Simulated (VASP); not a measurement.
# SiC (P1) in VASP: a series of runs

SiC is run at these levels: PBEsol; tasks: single point.

Program: VASP 6.6.1. These are calculated values, not measurements. Logs are shortened: lines on timing, memory, paths and dates and some standing lists are left out, and cuts for length are marked.

## 1. The cell of the first run

The typed cell holds 2 atoms: a = 3.081 Å, b = 3.081 Å, c = 3.081 Å, α = 60.00°, β = 60.00°, γ = 60.00°.

## 2. Single point, PBEsol (mode 4 frozen in at -0.024 Å and mode 5 at -0.012 Å (largest displacements))

INCAR reads:

```
  PREC = Accurate
  ENCUT = 520
  EDIFF = 1E-7
  ISMEAR = 0
  SIGMA = 0.05
  LREAL = F
  LASPH = T
  NELM = 100
  ALGO = Normal
  ISIF = 2
  LWAVE = F
  LCHARG = F
  GGA = PS
  NBANDS = 11
```

KPOINTS reads:

```
Automatic mesh
0
Gamma
  10 10 10
```

POSCAR reads:

```
SiC
1.0
    0.0000000000      2.1783895848      2.1783895848
    2.1783895848      0.0000000000      2.1783895848
    2.1783895848      2.1783895848      0.0000000000
Si C
1 1
Direct
   -0.0011779326      0.0035337978      0.0011779326
    0.7527543283      0.7417370152      0.7472456717
```

Potentials or basis: VASP PAW PBE potentials, release 64 (Si, C).

The run is started by

```console
> cat potpaw_PBE.64/Si/POTCAR potpaw_PBE.64/C/POTCAR > POTCAR
> mpirun -np 1 vasp_std > vasp.out
```

OUTCAR:

```text
PREC = Accurate
   ENCUT = 520
   EDIFF = 1E-7
   ISMEAR = 0
   LREAL = F
   LASPH = T
   NELM = 100
   ISIF = 2
   GGA = PS

 ion  position               nearest neighbor table
   1  0.999  0.004  0.001-   2 1.86   2 1.88   2 1.90   2 1.92
   2  0.753  0.742  0.747-   1 1.86   1 1.88   1 1.90   1 1.92

  LATTYP: Found a face centered cubic cell.
 ALAT       =     4.3567791696

  Lattice vectors:

 A1 = (   0.0000000000,   2.1783895848,   2.1783895848)
 A2 = (   2.1783895848,   0.0000000000,   2.1783895848)
 A3 = (   2.1783895848,   2.1783895848,   0.0000000000)

Analysis of symmetry for initial positions (statically):
=====================================================================
 Subroutine PRICEL returns:
 Original cell was already a primitive cell.

 Routine SETGRP: Setting up the symmetry group for a
 face centered cubic supercell.

 Subroutine GETGRP returns: Found  1 space group operations
 (whereof  1 operations were pure point group operations)
 out of a pool of 48 trial point group operations.

The static configuration has the point symmetry C_1 .

Analysis of symmetry for dynamics (positions and initial velocities):
=====================================================================
 Subroutine PRICEL returns:
 Original cell was already a primitive cell.

 Routine SETGRP: Setting up the symmetry group for a
 face centered cubic supercell.

 Subroutine GETGRP returns: Found  1 space group operations
 (whereof  1 operations were pure point group operations)
 out of a pool of 48 trial point group operations.

The dynamic configuration has the point symmetry C_1 .

 Subroutine INISYM returns: Found  1 space group operations
 (whereof  1 operations are pure point group operations),
 and found     1 'primitive' translations

----------------------------------------------------------------------------------------

                                     Primitive cell

  volume of cell :      20.6746

  direct lattice vectors                    reciprocal lattice vectors
     0.000000000  2.178389585  2.178389585    -0.229527355  0.229527355  0.229527355
     2.178389585  0.000000000  2.178389585     0.229527355 -0.229527355  0.229527355
     2.178389585  2.178389585  0.000000000     0.229527355  0.229527355 -0.229527355

  length of vectors
     3.080708095  3.080708095  3.080708095     0.397553041  0.397553041  0.397553041

  position of ions in fractional coordinates (direct lattice)
     0.998822067  0.003533798  0.001177933
     0.752754328  0.741737015  0.747245672

  ion indices of the primitive-cell ions
   primitive index   ion index
                 1           1
                 2           2

----------------------------------------------------------------------------------------

 KPOINTS: Automatic mesh

Automatic generation of k-mesh.
 Grid dimensions read from file:
 generate k-points for:   10   10   10

 Generating k-lattice:

  Cartesian coordinates                     Fractional coordinates (reciprocal lattice)
    -0.022952736  0.022952736  0.022952736     0.100000000  0.000000000  0.000000000
     0.022952736 -0.022952736  0.022952736     0.000000000  0.100000000  0.000000000
     0.022952736  0.022952736 -0.022952736     0.000000000  0.000000000  0.100000000

  Length of vectors
     0.039755304  0.039755304  0.039755304

  Shift w.r.t. Gamma in fractional coordinates (k-lattice)
     0.000000000  0.000000000  0.000000000

 Subroutine IBZKPT returns following result:
 ===========================================

 Found    504 irreducible k-points:

 Following reciprocal coordinates:
            Coordinates               Weight
  0.000000  0.000000  0.000000      1.000000
  0.100000  0.000000  0.000000      2.000000
  0.000000  0.100000  0.000000      2.000000
  0.000000  0.000000  0.100000      2.000000
  0.100000  0.100000  0.100000      2.000000
  0.200000  0.000000  0.000000      2.000000
[... 16 lines left out ...]
  0.000000  0.100000  0.100000      2.000000
  0.100000  0.000000  0.100000      2.000000
 [... further k-points ...]
   k-points           NKPTS =    504   k-points in BZ     NKDIM =    504   number of bands    NBANDS=     11
   number of dos      NEDOS =    301   number of ions     NIONS =      2
   total plane-waves  NPLWV =  13824
   dimension x,y,z NGX =    24 NGY =   24 NGZ =   24
   dimension x,y,z NGXF=    48 NGYF=   48 NGZF=   48
   ions per type =               1   1
   NGX,Y,Z   is equivalent  to a cutoff of  12.95, 12.95, 12.95 a.u.
   NGXF,Y,Z  is equivalent  to a cutoff of  25.90, 25.90, 25.90 a.u.
 SYSTEM =  unknown system
   PREC   = accura    normal or accurate (medium, high low for compatibility)
   ISTART =      0    job   : 0-new  1-cont  2-samecut
   ICHARG =      2    charge: 1-file 2-atom 10-const
   ISPIN  =      1    spin polarized calculation?
   LNONCOLLINEAR =      F non collinear calculations
   LSORBIT =      F    spin-orbit coupling
   LASPH  =      T    aspherical Exc in radial PAW
   ENCUT  =  520.0 eV  38.22 Ry    6.18 a.u.   5.73  5.73  5.73*2*pi/ulx,y,z
   NELM   =    100;   NELMIN=  2; NELMDL= -5     # of ELM steps
   EDIFF  = 0.1E-06   stopping-criterion for ELM
   LREAL  =      F    real-space projection
   EDIFFG = 0.1E-05   stopping-criterion for IOM
   NSW    =      0    number of steps for IOM
   IBRION =     -1    ionic relax: 0-MD 1-quasi-New 2-CG
   NFREE  =      0    steps in history (QN), initial steepest desc. (CG)
   ISIF   =      2    stress and relaxation
   ISYM   =      2    0-nonsym 1-usesym 2-fastsym
   POTIM  = 0.5000    time-step for ionic-motion
   TEBEG  =    0.0;   TEEND  =   0.0 temperature during run
   PSTRESS=    0.0 pullay stress
   NELECT =       8.0000    total number of electrons
   NUPDOWN=      -1.0000    fix difference up-down
   EMIN   =  10.00;   EMAX   =-10.00  energy-range for DOS
   EFERMI =   0.00;   METHOD = LEGACY
   ISMEAR =     0;   SIGMA  =   0.05  broadening in eV -4-tet -1-fermi 0-gaus
   EFERMI_NEDOS =   21; number of points for ismear=-14 and -15
   IALGO  =     38    algorithm
   IMIX   =      4    mixing-type and parameters
     AMIX     =   0.40;   BMIX     =  1.00
     AMIX_MAG =   1.60;   BMIX_MAG =  1.00
  volume/ion in A,a.u.               =      10.34        69.76
  Fermi-wavevector in a.u.,A,eV,Ry     =   1.192960  2.254368 19.363185  1.423154
  Thomas-Fermi vector in A             =   2.328986
   LORBIT       =      0    0 simple, 1 ext, 2 COOP (PROOUT), +10 PAW based schemes
   GGA     = PS    functional components
   LHFCALC =     F    Hartree Fock is set to
   AEXX    =    0.0000 exact exchange contribution
   IVDW    =     0    specifies the selected vdW correction
   LEPSILON=     F    determine dielectric tensor
   LRPA    =     F    only Hartree local field effects (RPA)
 non-spin polarized calculation
 Gauss-broadening in eV      SIGMA  =   0.05
  energy-cutoff  :      520.00
  volume of cell :       20.67
 maximum number of plane-waves:       568
   NGX = 11   NGY = 11   NGZ = 11

 number of electron       8.0000000 magnetization

 Free energy of the ion-electron system (eV)
  ---------------------------------------------------
  ext. energy  EPLUGINS =         0.00000000
  ---------------------------------------------------
  free energy    TOTEN  =       -15.90085767 eV

  energy without entropy =      -15.90085767  energy(sigma->0) =      -15.90085767

 E-fermi :   8.5585     XC(G=0): -11.5085

 val. band max:        8.2428577544   @ k =   0.0000   0.0000   0.0000
 cond. band min:       9.2948507194   @ k =   0.5000   0.0000   0.5000
 fundamental gap:      1.0519929650
 Fermi energy:         8.5585213051

 k-point     1 :       0.0000    0.0000    0.0000
  band No.  band energies     occupation
      1      -7.3658      2.00000
      2       7.8810      2.00000
      3       8.0673      2.00000
      4       8.2429      2.00000
      5      14.2560      0.00000
      6      15.2457      0.00000
      7      15.3109      0.00000
      8      15.3943      0.00000
      9      22.5234      0.00000
     10      22.5244      0.00000
     11      24.3346      0.00000

 k-point     2 :       0.1000    0.0000    0.0000
  band No.  band energies     occupation
      1      -7.1697      2.00000
      2       7.0817      2.00000
      3       7.7643      2.00000
      4       8.0548      2.00000
      5      14.5116      0.00000
      6      15.4452      0.00000
      7      15.5931      0.00000
      8      15.6750      0.00000
      9      21.5586      0.00000
     10      21.5713      0.00000
     11      24.1115      0.00000

 k-point     3 :       0.0000    0.1000    0.0000
  band No.  band energies     occupation
      1      -7.1690      2.00000
      2       6.9127      2.00000
      3       7.9173      2.00000
      4       8.0973      2.00000
      5      14.4922      0.00000
      6      15.4866      0.00000
      7      15.5683      0.00000
      8      15.6776      0.00000
      9      21.4984      0.00000
     10      21.5132      0.00000
     11      24.2028      0.00000

 k-point     4 :       0.0000    0.0000    0.1000
  band No.  band energies     occupation
      1      -7.1693      2.00000
      2       6.9935      2.00000
      3       7.8247      2.00000
      4       8.0964      2.00000
      5      14.5007      0.00000
      6      15.4661      0.00000
      7      15.5487      0.00000
      8      15.7089      0.00000
      9      21.5255      0.00000
     10      21.5461      0.00000
     11      24.1581      0.00000
[... 239 lines left out ...]
 k-point    22 :       0.1000    0.1000    0.0000
  band No.  band energies     occupation
      1      -7.1041      2.00000
      2       7.2363      2.00000
      3       7.5508      2.00000
      4       7.6936      2.00000
      5      14.4687      0.00000
      6      15.0532      0.00000
      7      16.0064      0.00000
      8      16.0577      0.00000
      9      20.1008      0.00000
     10      22.8186      0.00000
     11      25.3241      0.00000

 k-point    23 :       0.0000    0.1000    0.1000
  band No.  band energies     occupation
      1      -7.1041      2.00000
      2       7.2856      2.00000
      3       7.4603      2.00000
      4       7.7331      2.00000
      5      14.4707      0.00000
      6      15.0590      0.00000
      7      15.9827      0.00000
      8      16.0764      0.00000
      9      20.1023      0.00000
     10      22.8185      0.00000
     11      25.3291      0.00000

 k-point    24 :       0.1000    0.0000    0.1000
  band No.  band energies     occupation
      1      -7.1041      2.00000
      2       7.2244      2.00000
      3       7.5884      2.00000
      4       7.6685      2.00000
      5      14.4680      0.00000
      6      15.0513      0.00000
      7      16.0198      0.00000
      8      16.0458      0.00000
      9      20.1003      0.00000
     10      22.8186      0.00000
     11      25.3226      0.00000

 [... further k-points ...]
[... 5 lines left out ...]
  --------------------------------------------------------------------------------------
  -------------------------------------------------------------------------------------
  Total        0.0520903      0.0806428      0.0734583     -0.1482019     -0.2956341      0.0228030
  in kB        4.0367402      6.2494189      5.6926523    -11.4849146    -22.9101763      1.7671207
  external PRESSURE =       5.3262704 kB  Pullay stress =       0.0000000 kB

 VOLUME and BASIS-vectors are now :
 -----------------------------------------------------------------------------
  energy-cutoff  :      520.00
  volume of cell :       20.67
      direct lattice vectors                 reciprocal lattice vectors
     0.000000000  2.178389585  2.178389585    -0.229527355  0.229527355  0.229527355
     2.178389585  0.000000000  2.178389585     0.229527355 -0.229527355  0.229527355
     2.178389585  2.178389585  0.000000000     0.229527355  0.229527355 -0.229527355

 POSITION                                       TOTAL-FORCE (eV/Angst)
 -----------------------------------------------------------------------------------
      0.01026      2.17839      2.18352        -0.657616      0.040720     -0.329999
      3.24358      3.26758      3.25558         0.657616     -0.040720      0.329999
 -----------------------------------------------------------------------------------
    total drift:                                0.000066      0.000002      0.000022

  FREE ENERGIE OF THE ION-ELECTRON SYSTEM (eV)
  ---------------------------------------------------
  free  energy   TOTEN  =       -15.9008576678 eV

  energy  without entropy=      -15.9008576678  energy(sigma->0) =      -15.90085767
```

It took 58 s on 1 thread of AMD EPYC 9R45 (Zen 5), shared host; peak memory 0.19 GiB.

What came out:

```
Free energy            : -15.9009 eV
Pressure               : 0.5 GPa
Largest force          : 0.737 eV/Å
Band gap on the k mesh : 1.05 eV, indirect (least direct gap 4.36 eV)
```

Forces in eV/Å, atoms in the order of the input:
```
Si  -0.658  0.041 -0.330
C    0.658 -0.041  0.330
```

Caveat: the cell differs from its parent crystal (mode 4 frozen in at -0.024 Å and mode 5 at -0.012 Å (largest displacements)); the PAW data sets were made with another functional, which shifts forces and pressure a little.

## 3. Single point, PBEsol (mode 4 frozen in at -0.048 Å and mode 5 at -0.024 Å (largest displacements))

INCAR reads:

```
ALGO = Normal
EDIFF = 1E-7
ENCUT = 520
GGA = PS
ISIF = 2
ISMEAR = 0
LASPH = True
LCHARG = False
LREAL = False
LWAVE = False
NBANDS = 11
NELM = 80
PREC = Accurate
SIGMA = 0.05
```

KPOINTS reads:

```
k-points
0
Gamma
  10 10 10
```

POSCAR reads:

```
SiC
1.0
    0.0000000000      2.1783895848      2.1783895848
    2.1783895848      0.0000000000      2.1783895848
    2.1783895848      2.1783895848      0.0000000000
Si C
1 1
Direct
   -0.0023558652      0.0070675955      0.0023558652
    0.7555086565      0.7334740304      0.7444913435
```

Potentials or basis: VASP PAW PBE potentials, release 64 (Si, C).

The run is started by

```console
> cat potpaw_PBE.64/Si/POTCAR potpaw_PBE.64/C/POTCAR > POTCAR
> mpirun -np 1 vasp_std > vasp.out
```

Wall time 60 s (1 thread of AMD EPYC 9R45 (Zen 5), shared host); peak memory 0.19 GiB.

Results (log left out):

```
Free energy            : -15.8586 eV
Pressure               : 1.1 GPa
Largest force          : 1.481 eV/Å
Band gap on the k mesh : 0.87 eV, indirect (least direct gap 4.27 eV)
```

Forces in eV/Å, atoms in the order of the input:
```
Si  -1.313  0.163 -0.666
C    1.313 -0.163  0.666
```

Stress tensor (GPa, compression positive):
```
 0.54 -2.33  0.71
-2.33  1.43 -4.61
 0.71 -4.61  1.20
```

Levels at points of the mesh, in eV from the valence-band top:
```
           k point  band 1  band 2  band 3  band 4  band 5  band 6  band 7  band 8  band 9
(0.00, 0.00, 0.00)  -15.78   -0.72   -0.34    0.00    5.83    6.78    6.89    7.07   14.10
(0.50, 0.00, 0.00)  -12.20   -8.88   -1.72   -1.14    5.01    6.44    7.10    9.57   15.64
(0.00, 0.50, 0.00)  -12.09   -9.15   -1.48   -1.13    5.01    6.68    7.12    9.55   15.53
(0.00, 0.00, 0.50)  -12.15   -9.02   -1.64   -1.09    5.00    6.50    7.17    9.56   15.59
(0.50, 0.50, 0.50)  -12.26   -8.75   -1.69   -1.31    5.04    6.48    6.92    9.57   15.68
(0.50, 0.50, 0.00)  -10.71   -8.19   -3.63   -3.46    0.87    3.83   13.61   13.65   14.31
(0.00, 0.50, 0.50)  -10.72   -8.17   -3.73   -3.39    0.88    3.86   13.61   13.63   14.30
(0.50, 0.00, 0.50)  -10.71   -8.19   -3.55   -3.53    0.87    3.82   13.62   13.65   14.31
```

Caveat: the cell differs from its parent crystal (mode 4 frozen in at -0.048 Å and mode 5 at -0.024 Å (largest displacements)); the PAW data sets were made with another functional, which shifts forces and pressure a little. A k mesh can miss the band edges.
